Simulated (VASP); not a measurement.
# FeCo (Wairauite) (Pm-3m) in VASP: single point with revPBE

Aim: the single point of FeCo (Wairauite) with revPBE.

Everything below comes from runs of VASP 6.6.1. Logs are shortened: lines on timing, memory, paths and dates and some standing lists are left out, and cuts for length are marked.

## 1. The cell of the first run

It takes space group Pm-3m (No. 221, cubic). Conventional cell: a = 2.857 Å, b = 2.857 Å, c = 2.857 Å, α = 90.00°, β = 90.00°, γ = 90.00°. Within 3.3 Å of Fe (site symmetry m-3m) lie 8 Co at 2.47 Å and 6 Fe at 2.86 Å. Within 3.3 Å of Co (site symmetry m-3m) lie 8 Fe at 2.47 Å and 6 Co at 2.86 Å.

## 2. Single point, revPBE, collinear spin, ferromagnetic start

Contents of INCAR:

```
SYSTEM = FeCo
ALGO = Normal
EDIFF = 1E-6
ENCUT = 600
GGA = RE
GGA_COMPAT = .FALSE.
ISIF = 2
ISMEAR = -1
ISPIN = 2
LASPH = .TRUE.
LCHARG = .FALSE.
LMAXMIX = 4
LORBIT = 11
LREAL = .FALSE.
LWAVE = .FALSE.
MAGMOM = 3.5 2.5
NBANDS = 20
NELM = 200
PREC = Accurate
SIGMA = 0.1
```

Contents of KPOINTS:

```
k-points
0
G
  6 6 6
  0 0 0
```

Contents of POSCAR:

```
FeCo
1.0
    2.8570000000      0.0000000000      0.0000000000
    0.0000000000      2.8570000000      0.0000000000
    0.0000000000      0.0000000000      2.8570000000
Fe Co
1 1
Direct
    0.5000000000      0.5000000000      0.5000000000
    0.0000000000      0.0000000000      0.0000000000
```

Potentials or basis: VASP PAW PBE potentials, release 64 (Fe, Co).

Command:

```
cat potpaw_PBE.64/Fe/POTCAR potpaw_PBE.64/Co/POTCAR > POTCAR
mpirun -np 1 vasp_std > vasp.out
```

OUTCAR:

```text
SYSTEM = FeCo
   EDIFF = 1E-6
   ENCUT = 600
   GGA = RE
   ISIF = 2
   ISMEAR = -1
   ISPIN = 2
   LASPH = .TRUE.
   LORBIT = 11
   LREAL = .FALSE.
   NELM = 200
   PREC = Accurate

 ion  position               nearest neighbor table
   1  0.500  0.500  0.500-   2 2.47   2 2.47   2 2.47   2 2.47   2 2.47   2 2.47   2 2.47   2 2.47

   2  0.000  0.000  0.000-   1 2.47   1 2.47   1 2.47   1 2.47   1 2.47   1 2.47   1 2.47   1 2.47

  LATTYP: Found a simple cubic cell.
 ALAT       =     2.8570000000

  Lattice vectors:

 A1 = (   2.8570000000,   0.0000000000,   0.0000000000)
 A2 = (   0.0000000000,   2.8570000000,   0.0000000000)
 A3 = (   0.0000000000,   0.0000000000,   2.8570000000)

Analysis of symmetry for initial positions (statically):
=====================================================================
 Subroutine PRICEL returns:
 Original cell was already a primitive cell.

 Routine SETGRP: Setting up the symmetry group for a
 simple cubic supercell.

 Subroutine GETGRP returns: Found 48 space group operations
[... 9 lines left out ...]

 Routine SETGRP: Setting up the symmetry group for a
 simple cubic supercell.

 Subroutine GETGRP returns: Found 48 space group operations
 (whereof 48 operations were pure point group operations)
 out of a pool of 48 trial point group operations.

The dynamic configuration has the point symmetry O_h .

Analysis of structural, dynamic, and magnetic symmetry:
=====================================================================
 Subroutine PRICEL returns:
 Original cell was already a primitive cell.

 Routine SETGRP: Setting up the symmetry group for a
 simple cubic supercell.

 Subroutine GETGRP returns: Found 48 space group operations
 (whereof 48 operations were pure point group operations)
 out of a pool of 48 trial point group operations.

The overall configuration has the point symmetry O_h .

 Subroutine INISYM returns: Found 48 space group operations
[... 5 lines left out ...]
                                     Primitive cell

  volume of cell :      23.3201

  direct lattice vectors                    reciprocal lattice vectors
     2.857000000  0.000000000  0.000000000     0.350017501  0.000000000  0.000000000
     0.000000000  2.857000000  0.000000000     0.000000000  0.350017501  0.000000000
     0.000000000  0.000000000  2.857000000     0.000000000  0.000000000  0.350017501

  length of vectors
     2.857000000  2.857000000  2.857000000     0.350017501  0.350017501  0.350017501

  position of ions in fractional coordinates (direct lattice)
     0.500000000  0.500000000  0.500000000
     0.000000000  0.000000000  0.000000000

  ion indices of the primitive-cell ions
   primitive index   ion index
                 1           1
                 2           2

[... 89 lines left out ...]
  Thomas-Fermi vector in A             =   2.588279
   LORBIT       =     11    0 simple, 1 ext, 2 COOP (PROOUT), +10 PAW based schemes
   GGA     = RE    functional components
   LHFCALC =     F    Hartree Fock is set to
   AEXX    =    0.0000 exact exchange contribution
   IVDW    =     0    specifies the selected vdW correction
   LEPSILON=     F    determine dielectric tensor
   LRPA    =     F    only Hartree local field effects (RPA)
 spin polarized calculation
  energy-cutoff  :      600.00
  volume of cell :       23.32
 maximum number of plane-waves:       804
 NGX is ok and might be reduce to    24
   NGX = 11   NGY = 11   NGZ = 11

 number of electron      16.9999996 magnetization       4.6775767

 Free energy of the ion-electron system (eV)
  ---------------------------------------------------
  ext. energy  EPLUGINS =         0.00000000
  ---------------------------------------------------
  free energy    TOTEN  =       -14.65461921 eV

  energy without entropy =      -14.61117185  energy(sigma->0) =      -14.63289553

 E-fermi :   7.9551     XC(G=0): -12.9033

 val. band max:        7.9462564859   @ k =   0.5000   0.1667   0.1667
 cond. band min:       7.9736433514   @ k =   0.5000   0.5000   0.0000
 fundamental gap:      0.0273868655
 Fermi energy:         7.9551341081

 spin component 1

 k-point     1 :       0.0000    0.0000    0.0000
  band No.  band energies     occupation
      1      -0.9128      1.00000
      2       2.6407      1.00000
      3       2.6407      1.00000
      4       4.8902      1.00000
      5       4.8903      1.00000
      6       4.8903      1.00000
[... 436 lines left out ...]
      6       4.2793      1.00000
[... 12 lines left out ...]
     19      44.0506      0.00000
     20      45.9842      0.00000
 Fermi energy:         7.9551341081

 spin component 2

 k-point     1 :       0.0000    0.0000    0.0000
  band No.  band energies     occupation
      1      -0.7451      1.00000
      2       4.6479      1.00000
      3       4.6479      1.00000
      4       6.8994      0.99997
      5       6.8994      0.99997
      6       6.8994      0.99997
[... 449 lines left out ...]
     19      45.7217      0.00000
     20      45.7568      0.00000

------------------------ aborting loop because EDIFF is reached ----------------------------------------

  FORCE on cell =-STRESS in cart. coord.  units (eV):
  Direction    XX          YY          ZZ          XY          YZ          ZX
  --------------------------------------------------------------------------------------
  -------------------------------------------------------------------------------------
  Total        0.3440287      0.3440287      0.3440287     -0.0000000      0.0000000      0.0000000
  in kB       23.6360288     23.6360288     23.6360288     -0.0000000      0.0000000      0.0000000
  external PRESSURE =      23.6360288 kB  Pullay stress =       0.0000000 kB

 VOLUME and BASIS-vectors are now :
 -----------------------------------------------------------------------------
  energy-cutoff  :      600.00
  volume of cell :       23.32
      direct lattice vectors                 reciprocal lattice vectors
     2.857000000  0.000000000  0.000000000     0.350017501  0.000000000  0.000000000
     0.000000000  2.857000000  0.000000000     0.000000000  0.350017501  0.000000000
     0.000000000  0.000000000  2.857000000     0.000000000  0.000000000  0.350017501

 POSITION                                       TOTAL-FORCE (eV/Angst)
 -----------------------------------------------------------------------------------
      1.42850      1.42850      1.42850         0.000000      0.000000      0.000000
      0.00000      0.00000      0.00000         0.000000      0.000000      0.000000
 -----------------------------------------------------------------------------------
    total drift:                                0.000000      0.000000     -0.000000

  FREE ENERGIE OF THE ION-ELECTRON SYSTEM (eV)
  ---------------------------------------------------
  free  energy   TOTEN  =       -14.6546192105 eV

  energy  without entropy=      -14.6111718521  energy(sigma->0) =      -14.63289553

 total charge

# of ion       s       p       d       tot
------------------------------------------
    1        0.471   0.524   6.122   7.116
    2        0.482   0.506   7.225   8.213
--------------------------------------------------
tot          0.953   1.030  13.347  15.330

 magnetization (x)

# of ion       s       p       d       tot
------------------------------------------
    1        0.004  -0.032   2.896   2.868
    2       -0.008  -0.043   1.870   1.819
--------------------------------------------------
tot         -0.004  -0.075   4.766   4.687
```

OSZICAR:

```text
N       E                     dE             d eps       ncg     rms          rms(c)
DAV:   1     0.891755394660E+02    0.89176E+02   -0.79265E+03  1720   0.118E+03
DAV:   2    -0.112965542752E+02   -0.10047E+03   -0.89193E+02  1604   0.218E+02
DAV:   3    -0.161102271777E+02   -0.48137E+01   -0.46008E+01  1824   0.580E+01
DAV:   4    -0.161839073919E+02   -0.73680E-01   -0.73609E-01  1976   0.631E+00
DAV:   5    -0.161858308943E+02   -0.19235E-02   -0.19234E-02  1924   0.907E-01    0.149E+01
DAV:   6    -0.148511384560E+02    0.13347E+01   -0.67546E+00  1760   0.512E+01    0.833E+00
DAV:   7    -0.147137531966E+02    0.13739E+00   -0.82750E-01  1864   0.173E+01    0.606E+00
DAV:   8    -0.147607687949E+02   -0.47016E-01   -0.79990E-01  2060   0.167E+01    0.547E+00
DAV:   9    -0.146681207427E+02    0.92648E-01   -0.44821E-01  2060   0.112E+01    0.214E+00
DAV:  10    -0.146539284549E+02    0.14192E-01   -0.20551E-02  2512   0.285E+00    0.423E-01
DAV:  11    -0.146546477075E+02   -0.71925E-03   -0.16500E-03  1936   0.528E-01    0.154E-01
DAV:  12    -0.146546153302E+02    0.32377E-04   -0.20162E-04  2320   0.288E-01    0.525E-02
DAV:  13    -0.146546178899E+02   -0.25596E-05   -0.46754E-05  2464   0.899E-02    0.262E-02
DAV:  14    -0.146546193700E+02   -0.14802E-05   -0.53506E-06  1780   0.248E-02    0.736E-03
DAV:  15    -0.146546192105E+02    0.15954E-06   -0.35006E-07   904   0.970E-03
   1 F= -.14654619E+02 E0= -.14632896E+02  d E =-.434474E-01  mag=     4.6776
```

It took 40 s on 1 thread of AMD EPYC 7R13, shared host; peak memory 0.13 GiB.

Results:

```yaml
Free_energy: -14.6546 eV
Pressure: 2.4 GPa
Net_moment: 4.68 μB per cell
Site_moments: Fe +2.87; Co +1.82 μB
Valence_electrons_inside_the_program's_atomic_spheres: Fe 7.12; Co 8.21
```

Caveat: the k points lie up to 0.37 Å⁻¹ apart; the PAW data sets were made with another functional, which shifts forces and pressure a little.
